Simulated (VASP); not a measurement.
# Zr2TiS4 in VASP: further runs

The runs below take Zr2TiS4 through single point, with PBE.

Program: VASP 6.6.1. These are calculated values, not measurements. Logs are shortened: lines on timing, memory, paths and dates and some standing lists are left out, and cuts for length are marked.

### Step 1. The cell of the first run

The typed cell holds 7 atoms: a = 5.086 Å, b = 5.109 Å, c = 5.109 Å, α = 90.00°, β = 90.01°, γ = 90.00°.

### Step 2. Single point, PBE

File INCAR:

```
PREC = Accurate ; ENCUT = 520
EDIFF = 1E-6 ; ISMEAR = 0
SIGMA = 0.2 ; LREAL = False
LASPH = True ; NELM = 100
ALGO = Normal ; ISIF = 2
LWAVE = False ; LCHARG = False
GGA = PE ; NBANDS = 39
```

File KPOINTS:

```
Automatic mesh
0
Gamma
  4 4 4
```

File POSCAR:

```
Zr2TiS4
1.0
    0.0000461659     -0.0002398649      5.0855355269
    5.1088203107     -0.0001292759      0.0000675543
   -0.0001264779      5.1087366278     -0.0003150017
Zr Ti S
2 1 4
Direct
    0.5003993929      0.9999592320      0.4999964583
    0.5004104074      0.5000448149      0.0000513645
    0.9991857225      0.5000359388      0.4999572843
    0.4995185306      0.4999766313      0.5000365254
    0.5000879346      0.0000302620      0.0000071235
    0.0001865373     -0.0000222467      0.4999775697
    1.0002114746      0.4999753677     -0.0000263256
```

Potentials or basis: VASP PAW PBE potentials, release 64 (Zr_sv, Ti_sv, S).

Command:

```console
$ cat potpaw_PBE.64/Zr_sv/POTCAR potpaw_PBE.64/Ti_sv/POTCAR potpaw_PBE.64/S/POTCAR > POTCAR
$ mpirun -np 1 vasp_std > vasp.out
```

OUTCAR:

```text
PREC = Accurate
   ENCUT = 520
   EDIFF = 1E-6
   ISMEAR = 0
   LREAL = False
   LASPH = True
   NELM = 100
   ISIF = 2
   GGA = PE

 ion  position               nearest neighbor table
   1  0.500  1.000  0.500-   6 2.54   6 2.54   5 2.55   4 2.55   5 2.55   4 2.55   2 3.61   2 3.61
                             2 3.61   2 3.61
   2  0.500  0.500  0.000-   7 2.54   7 2.54   4 2.55   5 2.55   4 2.55   5 2.55   1 3.61   1 3.61
                             1 3.61   1 3.61
   3  0.999  0.500  0.500-   4 2.54   4 2.54   6 2.55   7 2.55   7 2.55   6 2.55
   4  0.500  0.500  0.500-   3 2.54   3 2.54   2 2.55   1 2.55   2 2.55   1 2.55
   5  0.500  0.000  0.000-   1 2.55   2 2.55   1 2.55   2 2.55
   6  0.000  1.000  0.500-   1 2.54   1 2.54   3 2.55   3 2.55
   7  0.000  0.500  1.000-   2 2.54   2 2.54   3 2.55   3 2.55

  LATTYP: Found a triclinic cell.
 ALAT       =     5.1087366391
 B/A-ratio  =     0.9954585433
 C/A-ratio  =     1.0000163786
 COS(alpha) =     0.0000223021
 COS(beta)  =     0.0000500624
 COS(gamma) =     0.0001088257

  Lattice vectors:

 A1 = (  -0.0001264779,   5.1087366278,  -0.0003150017)
 A2 = (  -0.0000461659,   0.0002398649,  -5.0855355269)
 A3 = (  -5.1088203107,   0.0001292759,  -0.0000675543)

Analysis of symmetry for initial positions (statically):
=====================================================================
 Subroutine PRICEL returns:
 Original cell was already a primitive cell.

 Routine SETGRP: Setting up the symmetry group for a
 triclinic supercell.

 Subroutine GETGRP returns: Found  1 space group operations
 (whereof  1 operations were pure point group operations)
 out of a pool of  2 trial point group operations.

The static configuration has the point symmetry C_1 .

Analysis of symmetry for dynamics (positions and initial velocities):
=====================================================================
 Subroutine PRICEL returns:
 Original cell was already a primitive cell.

 Routine SETGRP: Setting up the symmetry group for a
 triclinic supercell.

 Subroutine GETGRP returns: Found  1 space group operations
 (whereof  1 operations were pure point group operations)
 out of a pool of  2 trial point group operations.

The dynamic configuration has the point symmetry C_1 .

 Subroutine INISYM returns: Found  1 space group operations
[... 108 lines left out ...]
   LREAL  =      F    real-space projection
   EDIFFG = 0.1E-04   stopping-criterion for IOM
   NSW    =      0    number of steps for IOM
   IBRION =     -1    ionic relax: 0-MD 1-quasi-New 2-CG
   NFREE  =      0    steps in history (QN), initial steepest desc. (CG)
   ISIF   =      2    stress and relaxation
   ISYM   =      2    0-nonsym 1-usesym 2-fastsym
   POTIM  = 0.5000    time-step for ionic-motion
   TEBEG  =    0.0;   TEEND  =   0.0 temperature during run
   PSTRESS=    0.0 pullay stress
   NELECT =      60.0000    total number of electrons
   NUPDOWN=      -1.0000    fix difference up-down
   EMIN   =  10.00;   EMAX   =-10.00  energy-range for DOS
   EFERMI =   0.00;   METHOD = LEGACY
   ISMEAR =     0;   SIGMA  =   0.20  broadening in eV -4-tet -1-fermi 0-gaus
   EFERMI_NEDOS =   21; number of points for ismear=-14 and -15
   IALGO  =     38    algorithm
   IMIX   =      4    mixing-type and parameters
     AMIX     =   0.40;   BMIX     =  1.00
     AMIX_MAG =   1.60;   BMIX_MAG =  1.00
  volume/ion in A,a.u.               =      18.96       127.96
  Fermi-wavevector in a.u.,A,eV,Ry     =   1.256420  2.374290 21.478050  1.578592
  Thomas-Fermi vector in A             =   2.390129
   LORBIT       =      0    0 simple, 1 ext, 2 COOP (PROOUT), +10 PAW based schemes
   GGA     = PE    functional components
   LHFCALC =     F    Hartree Fock is set to
   AEXX    =    0.0000 exact exchange contribution
   IVDW    =     0    specifies the selected vdW correction
   LEPSILON=     F    determine dielectric tensor
   LRPA    =     F    only Hartree local field effects (RPA)
 non-spin polarized calculation
 Gauss-broadening in eV      SIGMA  =   0.20
  energy-cutoff  :      520.00
  volume of cell :      132.73
 maximum number of plane-waves:      3641
 NGX is ok and might be reduce to    40
   NGX = 19   NGY = 19   NGZ = 19

 number of electron      59.9999997 magnetization

 Free energy of the ion-electron system (eV)
  ---------------------------------------------------
  ext. energy  EPLUGINS =         0.00000000
  ---------------------------------------------------
  free energy    TOTEN  =       -51.46064782 eV

  energy without entropy =      -51.42368427  energy(sigma->0) =      -51.44216604

 E-fermi :   8.2849     XC(G=0): -10.6219

 val. band max:        8.2366087602   @ k =   0.2500   0.0000  -0.0000
 cond. band min:       8.3592096156   @ k =   0.5000   0.2500   0.0000
 fundamental gap:      0.1226008554
 Fermi energy:         8.2849473897

 k-point     1 :       0.0000    0.0000    0.0000
  band No.  band energies     occupation
      1     -49.7366      2.00000
      2     -41.6328      2.00000
      3     -41.6084      2.00000
      4     -26.0354      2.00000
      5     -26.0354      2.00000
      6     -25.9442      2.00000
[... 997 lines left out ...]
     38      10.4643      0.00000
     39      10.6045      0.00000

 [... further k-points ...]

------------------------ aborting loop because EDIFF is reached ----------------------------------------

  FORCE on cell =-STRESS in cart. coord.  units (eV):
  Direction    XX          YY          ZZ          XY          YZ          ZX
  --------------------------------------------------------------------------------------
  -------------------------------------------------------------------------------------
  Total        0.0015649      0.0050440     -0.0016925      0.0019718      0.0036496     -0.0007488
  in kB        0.0188897      0.0608857     -0.0204301      0.0238015      0.0440543     -0.0090393
  external PRESSURE =       0.0197817 kB  Pullay stress =       0.0000000 kB

 VOLUME and BASIS-vectors are now :
 -----------------------------------------------------------------------------
  energy-cutoff  :      520.00
  volume of cell :      132.73
      direct lattice vectors                 reciprocal lattice vectors
     0.000046166 -0.000239865  5.085535527    -0.000002600  0.000012124  0.196636126
     5.108820311 -0.000129276  0.000067554     0.195739905  0.000004846 -0.000001777
    -0.000126478  5.108736628 -0.000315002     0.000004953  0.195743112  0.000009232

 POSITION                                       TOTAL-FORCE (eV/Angst)
 -----------------------------------------------------------------------------------
      5.10857      2.55410      2.54471         0.000392      0.000103     -0.001609
      2.55466      0.00008      2.54489        -0.000351     -0.000484     -0.001105
      2.55458      2.55385      5.08127        -0.000517     -0.000054      0.002173
      2.55425      2.55437      2.54020        -0.000414      0.000098      0.000614
      0.00018     -0.00008      2.54321        -0.000329     -0.000304      0.000311
      5.10864      2.55412      0.00086         0.000820      0.000168      0.000302
      2.55416      5.10854      0.00079         0.000399      0.000473     -0.000686
 -----------------------------------------------------------------------------------
    total drift:                               -0.000011     -0.000002      0.000148

  FREE ENERGIE OF THE ION-ELECTRON SYSTEM (eV)
  ---------------------------------------------------
  free  energy   TOTEN  =       -51.4606478153 eV

  energy  without entropy=      -51.4236842664  energy(sigma->0) =      -51.44216604
```

OSZICAR:

```text
N       E                     dE             d eps       ncg     rms          rms(c)
DAV:   1     0.636480697146E+03    0.63648E+03   -0.29692E+04  2856   0.154E+03
DAV:   2     0.170689652571E+02   -0.61941E+03   -0.59835E+03  3081   0.435E+02
DAV:   3    -0.508788351664E+02   -0.67948E+02   -0.66366E+02  4189   0.128E+02
DAV:   4    -0.567058102253E+02   -0.58270E+01   -0.57876E+01  4616   0.327E+01
DAV:   5    -0.570022374158E+02   -0.29643E+00   -0.29612E+00  3987   0.599E+00    0.267E+01
DAV:   6    -0.545178270349E+02    0.24844E+01   -0.34421E+01  3932   0.297E+01    0.199E+01
DAV:   7    -0.527805507204E+02    0.17373E+01   -0.37968E+01  3968   0.317E+01    0.122E+01
DAV:   8    -0.516401180939E+02    0.11404E+01   -0.19611E+00  3834   0.738E+00    0.534E+00
DAV:   9    -0.515044053492E+02    0.13571E+00   -0.12251E+00  4519   0.522E+00    0.212E+00
DAV:  10    -0.514595766434E+02    0.44829E-01   -0.26857E-01  3780   0.262E+00    0.448E-01
DAV:  11    -0.514602811764E+02   -0.70453E-03   -0.96292E-03  3739   0.478E-01    0.251E-01
DAV:  12    -0.514606049824E+02   -0.32381E-03   -0.10225E-03  3810   0.187E-01    0.657E-02
DAV:  13    -0.514606465473E+02   -0.41565E-04   -0.18143E-04  4405   0.799E-02    0.307E-02
DAV:  14    -0.514606444553E+02    0.20920E-05   -0.29137E-05  3785   0.332E-02    0.133E-02
DAV:  15    -0.514606476684E+02   -0.32131E-05   -0.56289E-06  3373   0.126E-02    0.490E-03
DAV:  16    -0.514606478153E+02   -0.14687E-06   -0.12053E-06  2590   0.672E-03
   1 F= -.51460648E+02 E0= -.51442166E+02  d E =-.369635E-01
```

It took 2.1 min on 1 thread of Intel Xeon 6975P-C (Granite Rapids), shared host; peak memory 0.33 GiB.

What came out:

| Item | Value |
| --- | --- |
| Free energy | -51.4606 eV |
| Pressure | 0.0 GPa |
| Band gap on the k mesh | zero (band 30 reaches 9.06 eV, above the bottom of band 31 at 6.49 eV) |

Forces in eV/Å, atoms in the order of the input:
```
Zr   0.000  0.000 -0.002
Zr   0.000  0.000 -0.001
Ti  -0.001  0.000  0.002
S    0.000  0.000  0.001
S    0.000  0.000  0.000
S    0.001  0.000  0.000
S    0.000  0.000 -0.001
```

### Step 3. Single point, PBE

This run uses another cell than the first one, of 19.02 Å³/atom, 1.003 times its volume.

File INCAR:

```
SYSTEM = Zr2TiS4
PREC = Accurate ; ENCUT = 520
EDIFF = 1E-6 ; ISMEAR = 0
SIGMA = 0.1 ; LREAL = .False.
LASPH = .True. ; NELM = 80
ALGO = Normal ; ISIF = 2
LWAVE = .False. ; LCHARG = .True.
GGA = PE ; LELF = .True.
LVHAR = .True. ; NBANDS = 39
```

File KPOINTS:

```
regular mesh
0
Gamma
  6 6 6
  0 0 0
```

File POSCAR:

```
Zr2TiS4
1.0
    5.1156236342      0.0000000000      0.0000000000
    0.0000000000      5.1156236342      0.0000000000
    0.0000000000      0.0000000000      5.0885130001
Zr Ti S
2 1 4
Direct
    0.0000000000      0.5000000000      0.5000000000
    0.5000000000      0.0000000000      0.5000000000
    0.5000000000      0.5000000000      0.0000000000
    0.5000000000      0.5000000000      0.5000000000
    0.0000000000      0.0000000000      0.5000000000
    0.0000000000      0.5000000000      0.0000000000
    0.5000000000      0.0000000000      0.0000000000
```

Potentials or basis: VASP PAW PBE potentials, release 64 (Zr_sv, Ti_sv, S).

Command:

```console
$ cat potpaw_PBE.64/Zr_sv/POTCAR potpaw_PBE.64/Ti_sv/POTCAR potpaw_PBE.64/S/POTCAR > POTCAR
$ mpirun -np 1 vasp_std > vasp.out
```

OUTCAR:

```text
SYSTEM = Zr2TiS4
   PREC = Accurate
   ENCUT = 520
   EDIFF = 1E-6
   ISMEAR = 0
   LREAL = .False.
   LASPH = .True.
   NELM = 80
   ISIF = 2
   GGA = PE

 ion  position               nearest neighbor table
   1  0.000  0.500  0.500-   6 2.54   6 2.54   4 2.56   5 2.56   5 2.56   4 2.56   2 3.62   2 3.62
                             2 3.62   2 3.62
   2  0.500  0.000  0.500-   7 2.54   7 2.54   4 2.56   5 2.56   4 2.56   5 2.56   1 3.62   1 3.62
                             1 3.62   1 3.62
   3  0.500  0.500  0.000-   4 2.54   4 2.54   7 2.56   6 2.56   7 2.56   6 2.56
   4  0.500  0.500  0.500-   3 2.54   3 2.54   1 2.56   2 2.56   2 2.56   1 2.56
   5  0.000  0.000  0.500-   1 2.56   2 2.56   1 2.56   2 2.56
   6  0.000  0.500  0.000-   1 2.54   1 2.54   3 2.56   3 2.56
   7  0.500  0.000  0.000-   2 2.54   2 2.54   3 2.56   3 2.56
[... 1220 lines left out ...]
  in kB       -0.1016386     -0.1016386      0.1841384      0.0000000     -0.0000000      0.0000000
  external PRESSURE =      -0.0063796 kB  Pullay stress =       0.0000000 kB

 VOLUME and BASIS-vectors are now :
 -----------------------------------------------------------------------------
  energy-cutoff  :      520.00
  volume of cell :      133.16
      direct lattice vectors                 reciprocal lattice vectors
     5.115623634  0.000000000  0.000000000     0.195479588  0.000000000  0.000000000
     0.000000000  5.115623634  0.000000000     0.000000000  0.195479588  0.000000000
     0.000000000  0.000000000  5.088513000     0.000000000  0.000000000  0.196521066

 POSITION                                       TOTAL-FORCE (eV/Angst)
 -----------------------------------------------------------------------------------
      0.00000      2.55781      2.54426         0.000000      0.000000      0.000000
      2.55781      0.00000      2.54426         0.000000      0.000000      0.000000
      2.55781      2.55781      0.00000         0.000000      0.000000      0.000000
      2.55781      2.55781      2.54426         0.000000      0.000000      0.000000
      0.00000      0.00000      2.54426         0.000000      0.000000      0.000000
      0.00000      2.55781      0.00000         0.000000      0.000000      0.000000
      2.55781      0.00000      0.00000         0.000000      0.000000      0.000000
 -----------------------------------------------------------------------------------
    total drift:                                0.000000      0.000000     -0.000000

  FREE ENERGIE OF THE ION-ELECTRON SYSTEM (eV)
  ---------------------------------------------------
  free  energy   TOTEN  =       -51.2748841249 eV

  energy  without entropy=      -51.2604730445  energy(sigma->0) =      -51.26767858
```

OSZICAR:

```text
N       E                     dE             d eps       ncg     rms          rms(c)
DAV:   1     0.631648868585E+03    0.63165E+03   -0.29855E+04  3192   0.154E+03
DAV:   2     0.187169185778E+02   -0.61293E+03   -0.59024E+03  3373   0.434E+02
DAV:   3    -0.507539884022E+02   -0.69471E+02   -0.67621E+02  4679   0.128E+02
DAV:   4    -0.565664330207E+02   -0.58124E+01   -0.57793E+01  5168   0.323E+01
DAV:   5    -0.568727306701E+02   -0.30630E+00   -0.30596E+00  4560   0.610E+00    0.266E+01
DAV:   6    -0.546170753563E+02    0.22557E+01   -0.35731E+01  4339   0.300E+01    0.204E+01
DAV:   7    -0.524866286814E+02    0.21304E+01   -0.42049E+01  4477   0.329E+01    0.122E+01
DAV:   8    -0.514638775783E+02    0.10228E+01   -0.24152E+00  4161   0.738E+00    0.549E+00
DAV:   9    -0.513437145025E+02    0.12016E+00   -0.13573E+00  4884   0.556E+00    0.249E+00
DAV:  10    -0.512742077037E+02    0.69507E-01   -0.29463E-01  4162   0.266E+00    0.585E-01
DAV:  11    -0.512744821657E+02   -0.27446E-03   -0.16480E-02  4254   0.569E-01    0.240E-01
DAV:  12    -0.512749127536E+02   -0.43059E-03   -0.12272E-03  4428   0.171E-01    0.112E-01
DAV:  13    -0.512748886731E+02    0.24081E-04   -0.61611E-04  4741   0.142E-01    0.377E-02
DAV:  14    -0.512748827343E+02    0.59387E-05   -0.71839E-05  4295   0.490E-02    0.927E-03
DAV:  15    -0.512748842969E+02   -0.15625E-05   -0.63808E-06  3770   0.134E-02    0.517E-03
DAV:  16    -0.512748841249E+02    0.17195E-06   -0.15671E-06  2796   0.660E-03
   1 F= -.51274884E+02 E0= -.51267679E+02  d E =-.144111E-01
```

Run time: 2 min. Hardware: 1 thread of Intel Xeon 6975P-C (Granite Rapids), shared host; peak memory 0.35 GiB.

Results:

| Property | Result |
| --- | --- |
| Free energy | -51.2749 eV |
| Pressure | 0.0 GPa |
| Band gap on the k mesh | zero (band 30 reaches 9.06 eV, above the bottom of band 31 at 6.46 eV) |
